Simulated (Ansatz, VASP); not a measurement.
Al: VASP beside Ansatz

INCAR

```
SYSTEM = Al
PREC = Accurate
ENCUT = 520
EDIFF = 1E-7
ISMEAR = 0
SIGMA = 0.15
LREAL = .FALSE.
LASPH = .TRUE.
NELM = 60
ALGO = Normal
ISIF = 2
LWAVE = .FALSE.
LCHARG = .FALSE.
GGA = PE
NBANDS = 8
```

KPOINTS

```
Automatic mesh
0
G
  22 22 22
  0 0 0
```

POSCAR

```
Al
1.0
    0.0000000000      2.1987440765      1.7150203797
    2.1987440765      0.0000000000      1.7150203797
    2.1987440765      2.1987440765      0.0000000000
Al
1
Direct
    0.0000000000      0.0000000000      0.0000000000
```

Input for Ansatz:

```yaml
crystal:
  lattice:
    - [0.0, 2.1987440765, 1.7150203797]
    - [2.1987440765, 0.0, 1.7150203797]
    - [2.1987440765, 2.1987440765, 0.0]
  atoms:
    - { symbol: Al, position: [0.0, 0.0, 0.0] }
basis:
  ecutwfc: 420
kpoints:
  mp_grid: { grid: [22, 22, 22] }
hamiltonian:
  xc: pbe
scf:
  occupations: { method: gaussian, width: 0.15 }
output:
  forces: true
  stress: true
  eigenvalues: true
```

Alike in both runs: task single point; functional PBE; k mesh 22 × 22 × 22; occupations gaussian, width 0.15 eV; no spin polarisation.

|  | VASP | Ansatz |
| --- | --- | --- |
| version | VASP 6.6.1 | Ansatz 0.2.0 |
| potentials or method | VASP PAW PBE potentials, release 64 (Al), cutoff 520 eV | scalar-relativistic, plane waves, PAW |
| valence electrons in the cell | 3 | 3 |

|  | VASP | Ansatz | Ansatz less VASP |
| --- | --- | --- | --- |
| gap on the k mesh at the Fermi level (eV) | none | none | - |
| pressure (GPa) | 1.3 | 1.3 | +0.02 |
| traceless stress, the component that is largest in VASP (GPa) | 2.99 | 2.98 | -0.009 |

A gap of «none» marks a metal or a gap that the smearing closes. With one functional, cell and mesh, what is left measures potentials, basis and numerics.
